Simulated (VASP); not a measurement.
# Pb (R-3m) in VASP: electric field gradients with LDA

Aim: the electric field gradients of Pb with LDA.

Everything below comes from runs of VASP 6.6.1. Logs are shortened: lines on timing, memory, paths and dates and some standing lists are left out, and cuts for length are marked.

**1. The cell of the first run**

It takes space group R-3m (No. 166, trigonal). The conventional cell has a = 4.791 Å, b = 4.791 Å, c = 12.270 Å, α = 90.00°, β = 90.00°, γ = 120.00°. Within 3.9 Å of Pb (site symmetry 3m) lie 4 Pb at 2.95 to 3.07 Å.

**2. Electric field gradients, LDA (equal xy, yz and zx shear strains of +3 %)**

The input, INCAR:

```
SYSTEM = Pb
  ALGO = Normal
  EDIFF = 1E-8
  ENCUT = 520
  ISIF = 2
  ISMEAR = -1
  LASPH = .True.
  LCHARG = .False.
  LEFG = .True.
  LREAL = .False.
  LWAVE = .False.
  NBANDS = 21
  NELM = 60
  PREC = Accurate
  SIGMA = 0.05
```

The input, KPOINTS:

```
k-points
0
Gamma
  8 8 8
  0 0 0
```

The input, POSCAR:

```
Pb
1.0
    0.1031700017      3.4905850563      3.4905850563
    3.4905850563      0.1031700017      3.4905850563
    3.4905850563      3.4905850563      0.1031700017
Pb
2
Direct
    0.0000000000      0.0000000000      0.0000000000
    0.2500000000      0.2500000000      0.2500000000
```

Potentials or basis: VASP PAW LDA potentials, release 64 (Pb_d).

Command:

```sh
$ cat potpaw_LDA.64/Pb_d/POTCAR > POTCAR
$ mpirun -np 1 vasp_std > vasp.out
```

OUTCAR:

```text
SYSTEM = Pb
   EDIFF = 1E-8
   ENCUT = 520
   ISIF = 2
   ISMEAR = -1
   LASPH = .True.
   LREAL = .False.
   NELM = 60
   PREC = Accurate

 ion  position               nearest neighbor table
   1  0.000  0.000  0.000-   2 2.95   2 2.95   2 2.95   2 3.07
   2  0.250  0.250  0.250-   1 2.95   1 2.95   1 2.95   1 3.07

  LATTYP: Found a trigonal (rhomboedric) cell.
 ALAT       =     4.9375107210
 COS(alpha) =     0.5293254421

  Lattice vectors:

 A1 = (   0.1031700017,   3.4905850563,   3.4905850563)
 A2 = (   3.4905850563,   0.1031700017,   3.4905850563)
 A3 = (   3.4905850563,   3.4905850563,   0.1031700017)

Analysis of symmetry for initial positions (statically):
=====================================================================
 Subroutine PRICEL returns:
 Original cell was already a primitive cell.

 Routine SETGRP: Setting up the symmetry group for a
 trigonal (rhombohedral) supercell.

 Subroutine GETGRP returns: Found 12 space group operations
 (whereof  6 operations were pure point group operations)
 out of a pool of 12 trial point group operations.

The static configuration has the point symmetry C_3v.
 The point group associated with its full space group is D_3d.

Analysis of symmetry for dynamics (positions and initial velocities):
=====================================================================
 Subroutine PRICEL returns:
 Original cell was already a primitive cell.

 Routine SETGRP: Setting up the symmetry group for a
 trigonal (rhombohedral) supercell.

 Subroutine GETGRP returns: Found 12 space group operations
 (whereof  6 operations were pure point group operations)
 out of a pool of 12 trial point group operations.

The dynamic configuration has the point symmetry C_3v.
 The point group associated with its full space group is D_3d.

 Subroutine INISYM returns: Found 12 space group operations
 (whereof  6 operations are pure point group operations),
 and found     1 'primitive' translations

----------------------------------------------------------------------------------------

                                     Primitive cell

  volume of cell :      81.2898

  direct lattice vectors                    reciprocal lattice vectors
     0.103170002  3.490585056  3.490585056    -0.149754767  0.145455587  0.145455587
     3.490585056  0.103170002  3.490585056     0.145455587 -0.149754767  0.145455587
     3.490585056  3.490585056  0.103170002     0.145455587  0.145455587 -0.149754767

  length of vectors
     4.937510721  4.937510721  4.937510721     0.254442815  0.254442815  0.254442815

  position of ions in fractional coordinates (direct lattice)
     0.000000000  0.000000000  0.000000000
     0.250000000  0.250000000  0.250000000

  ion indices of the primitive-cell ions
   primitive index   ion index
                 1           1
                 2           2

----------------------------------------------------------------------------------------

 KPOINTS: k-points

Automatic generation of k-mesh.
 Grid dimensions read from file:
 generate k-points for:    8    8    8

 Generating k-lattice:

  Cartesian coordinates                     Fractional coordinates (reciprocal lattice)
    -0.018719346  0.018181948  0.018181948     0.125000000 -0.000000000 -0.000000000
     0.018181948 -0.018719346  0.018181948    -0.000000000  0.125000000 -0.000000000
     0.018181948  0.018181948 -0.018719346    -0.000000000 -0.000000000  0.125000000

  Length of vectors
     0.031805352  0.031805352  0.031805352

  Shift w.r.t. Gamma in fractional coordinates (k-lattice)
     0.000000000  0.000000000  0.000000000

 Subroutine IBZKPT returns following result:
 ===========================================

 Found     65 irreducible k-points:

 Following reciprocal coordinates:
            Coordinates               Weight
  0.000000  0.000000  0.000000      1.000000
  0.125000  0.000000 -0.000000      6.000000
  0.250000  0.000000 -0.000000      6.000000
  0.375000  0.000000  0.000000      6.000000
  0.500000  0.000000 -0.000000      3.000000
  0.125000  0.125000  0.000000      6.000000
[... 16 lines left out ...]
  0.250000  0.125000  0.125000      6.000000
  0.375000  0.125000  0.125000      6.000000
 [... further k-points ...]
   k-points           NKPTS =     65   k-points in BZ     NKDIM =     65   number of bands    NBANDS=     21
   number of dos      NEDOS =    301   number of ions     NIONS =      2
   total plane-waves  NPLWV =  64000
   dimension x,y,z NGX =    40 NGY =   40 NGZ =   40
   dimension x,y,z NGXF=    80 NGYF=   80 NGZF=   80
   ions per type =               2
   NGX,Y,Z   is equivalent  to a cutoff of  13.47, 13.47, 13.47 a.u.
   NGXF,Y,Z  is equivalent  to a cutoff of  26.94, 26.94, 26.94 a.u.
 SYSTEM =  Pb
   PREC   = accura    normal or accurate (medium, high low for compatibility)
   ISTART =      0    job   : 0-new  1-cont  2-samecut
   ICHARG =      2    charge: 1-file 2-atom 10-const
   ISPIN  =      1    spin polarized calculation?
   LNONCOLLINEAR =      F non collinear calculations
   LSORBIT =      F    spin-orbit coupling
   LASPH  =      T    aspherical Exc in radial PAW
   ENCUT  =  520.0 eV  38.22 Ry    6.18 a.u.   9.18  9.18  9.18*2*pi/ulx,y,z
   NELM   =     60;   NELMIN=  2; NELMDL= -5     # of ELM steps
   EDIFF  = 0.1E-07   stopping-criterion for ELM
   LREAL  =      F    real-space projection
   EDIFFG = 0.1E-06   stopping-criterion for IOM
   NSW    =      0    number of steps for IOM
   IBRION =     -1    ionic relax: 0-MD 1-quasi-New 2-CG
   NFREE  =      0    steps in history (QN), initial steepest desc. (CG)
   ISIF   =      2    stress and relaxation
   ISYM   =      2    0-nonsym 1-usesym 2-fastsym
   POTIM  = 0.5000    time-step for ionic-motion
   TEBEG  =    0.0;   TEEND  =   0.0 temperature during run
   PSTRESS=    0.0 pullay stress
   NELECT =      28.0000    total number of electrons
   NUPDOWN=      -1.0000    fix difference up-down
   EMIN   =  10.00;   EMAX   =-10.00  energy-range for DOS
   EFERMI =   0.00;   METHOD = LEGACY
   ISMEAR =    -1;   SIGMA  =   0.05  broadening in eV -4-tet -1-fermi 0-gaus
   EFERMI_NEDOS =   21; number of points for ismear=-14 and -15
   IALGO  =     38    algorithm
   IMIX   =      4    mixing-type and parameters
     AMIX     =   0.40;   BMIX     =  1.00
     AMIX_MAG =   1.60;   BMIX_MAG =  1.00
  volume/ion in A,a.u.               =      40.64       274.29
  Fermi-wavevector in a.u.,A,eV,Ry     =   1.147578  2.168607 17.917983  1.316935
  Thomas-Fermi vector in A             =   2.284257
   LORBIT       =      0    0 simple, 1 ext, 2 COOP (PROOUT), +10 PAW based schemes
   GGA     = CA    functional components
   LHFCALC =     F    Hartree Fock is set to
   AEXX    =    0.0000 exact exchange contribution
   IVDW    =     0    specifies the selected vdW correction
   LEPSILON=     F    determine dielectric tensor
   LRPA    =     F    only Hartree local field effects (RPA)
 non-spin polarized calculation
  energy-cutoff  :      520.00
  volume of cell :       81.29
 maximum number of plane-waves:      2204
 NGX is ok and might be reduce to    40
   NGX = 19   NGY = 19   NGZ = 19

 number of electron      27.9999999 magnetization

 Free energy of the ion-electron system (eV)
  ---------------------------------------------------
  ext. energy  EPLUGINS =         0.00000000
  ---------------------------------------------------
  free energy    TOTEN  =        -7.86849228 eV

  energy without entropy =       -7.86446611  energy(sigma->0) =       -7.86647919

 E-fermi :   4.0911     XC(G=0):  -8.7655

 val. band max:        4.0733273172   @ k =   0.1250   0.0000  -0.0000
 cond. band min:       4.1074019517   @ k =  -0.1250   0.1250   0.0000
 fundamental gap:      0.0340746345
 Fermi energy:         4.0910522870

 k-point     1 :       0.0000    0.0000    0.0000
  band No.  band energies     occupation
      1     -13.1404      2.00000
      2     -13.1404      2.00000
      3     -13.0342      2.00000
      4     -13.0255      2.00000
      5     -13.0255      2.00000
      6     -12.6460      2.00000
[... 13 lines left out ...]
     20      11.8280      0.00000
     21      12.0993      0.00000

 k-point     2 :       0.1250    0.0000   -0.0000
  band No.  band energies     occupation
      1     -13.1526      2.00000
      2     -13.1389      2.00000
      3     -13.0609      2.00000
      4     -13.0031      2.00000
      5     -12.9914      2.00000
      6     -12.6536      2.00000
[... 13 lines left out ...]
     20      11.2050      0.00000
     21      11.4473      0.00000
[... 487 lines left out ...]
      5     -12.9765      2.00000
      6     -12.6669      2.00000
[... 13 lines left out ...]
     20      10.8583      0.00000
     21      10.8775      0.00000

 k-point    24 :       0.3750    0.1250    0.1250
  band No.  band energies     occupation
      1     -13.1829      2.00000
      2     -13.1578      2.00000
      3     -13.0384      2.00000
      4     -12.9681      2.00000
      5     -12.9301      2.00000
      6     -12.6806      2.00000
[... 13 lines left out ...]
     20      10.9128      0.00000
     21      11.9821      0.00000

 [... further k-points ...]
[... 5 lines left out ...]
  --------------------------------------------------------------------------------------
  -------------------------------------------------------------------------------------
  Total       -0.2977318     -0.2977318     -0.2977318     -0.4804436     -0.4804436     -0.4804436
  in kB       -5.8681277     -5.8681277     -5.8681277     -9.4692762     -9.4692762     -9.4692762
  external PRESSURE =      -5.8681277 kB  Pullay stress =       0.0000000 kB

 VOLUME and BASIS-vectors are now :
 -----------------------------------------------------------------------------
  energy-cutoff  :      520.00
  volume of cell :       81.29
      direct lattice vectors                 reciprocal lattice vectors
     0.103170002  3.490585056  3.490585056    -0.149754767  0.145455587  0.145455587
     3.490585056  0.103170002  3.490585056     0.145455587 -0.149754767  0.145455587
     3.490585056  3.490585056  0.103170002     0.145455587  0.145455587 -0.149754767

 POSITION                                       TOTAL-FORCE (eV/Angst)
 -----------------------------------------------------------------------------------
      0.00000      0.00000      0.00000         0.166529      0.166529      0.166529
      1.77109      1.77109      1.77109        -0.166529     -0.166529     -0.166529
 -----------------------------------------------------------------------------------
    total drift:                               -0.000000     -0.000000      0.000000

  FREE ENERGIE OF THE ION-ELECTRON SYSTEM (eV)
  ---------------------------------------------------
  free  energy   TOTEN  =        -7.8684922761 eV

  energy  without entropy=       -7.8644661083  energy(sigma->0) =       -7.86647919

 Electric field gradients (V/A^2)
---------------------------------------------------------------------
 ion       V_xx      V_yy      V_zz      V_xy      V_xz      V_yz
---------------------------------------------------------------------
   1      -0.000    -0.000     0.000    38.756    38.756    38.756
   2      -0.000    -0.000     0.000    38.756    38.756    38.756
---------------------------------------------------------------------

 Electric field gradients after diagonalization (V/A^2)
 (convention: |V_zz| > |V_xx| > |V_yy|)
----------------------------------------------------------------------
 ion       V_xx      V_yy      V_zz     asymmetry (V_yy - V_xx)/ V_zz
----------------------------------------------------------------------
   1     -38.756   -38.756    77.513       0.000
   2     -38.756   -38.756    77.513       0.000
----------------------------------------------------------------------

           NMR quadrupolar parameters

 Cq : quadrupolar parameter    Cq=e*Q*V_zz/h
 eta: asymmetry parameters     (V_yy - V_xx)/ V_zz
 Q  : nuclear electric quadrupole moment in mb (millibarn)
----------------------------------------------------------------------
 ion       Cq(MHz)       eta       Q (mb)
----------------------------------------------------------------------
   1       0.187       0.000       1.000
   2       0.187       0.000       1.000
----------------------------------------------------------------------
```

Run time: 41 s. Hardware: 1 thread of Intel Xeon 6975P-C (Granite Rapids), shared host; peak memory 0.23 GiB.

What came out:

| Item | Value |
| --- | --- |
| Free energy | -7.8685 eV |
| Pressure | -0.6 GPa |
| Largest force | 0.288 eV/Å |
| Band gap on the k mesh | zero (band 14 reaches 4.47 eV, above the bottom of band 15 at 3.27 eV) |

Forces in eV/Å, atoms in the order of the input:
```
Pb   0.167  0.167  0.167
Pb  -0.167 -0.167 -0.167
```

Stress tensor (GPa, compression positive):
```
-0.59 -0.95 -0.95
-0.95 -0.59 -0.95
-0.95 -0.95 -0.59
```

Levels at points of the mesh, in eV from the Fermi level:
| k point | band 12 | band 13 | band 14 | band 15 | band 16 | band 17 |
| --- | --- | --- | --- | --- | --- | --- |
| (0.00, 0.00, 0.00) | -4.00 | 0.33 | 0.38 | 0.38 | 2.06 | 2.53 |
| (0.50, 0.00, 0.00) | -7.22 | -1.08 | -0.85 | -0.82 | 3.29 | 3.62 |
| (0.50, 0.50, 0.00) | -8.41 | -2.11 | -1.91 | 0.69 | 0.90 | 6.94 |
| (0.50, 0.50, 0.50) | -6.96 | -0.87 | -0.63 | -0.63 | 3.57 | 3.57 |

Electric field gradients, principal values (V/Å²):
```
atom    least   middle  greatest (by size)
1 Pb  -38.756  -38.756              77.513
2 Pb  -38.756  -38.756              77.513
```

Caveat: the cell differs from its parent crystal (equal xy, yz and zx shear strains of +3 %); without QUAD_EFG the Cq values of the log hold for a quadrupole moment of 1 mb, not for the nuclei; spin-orbit coupling is left out, which moves the levels of the heavy elements.
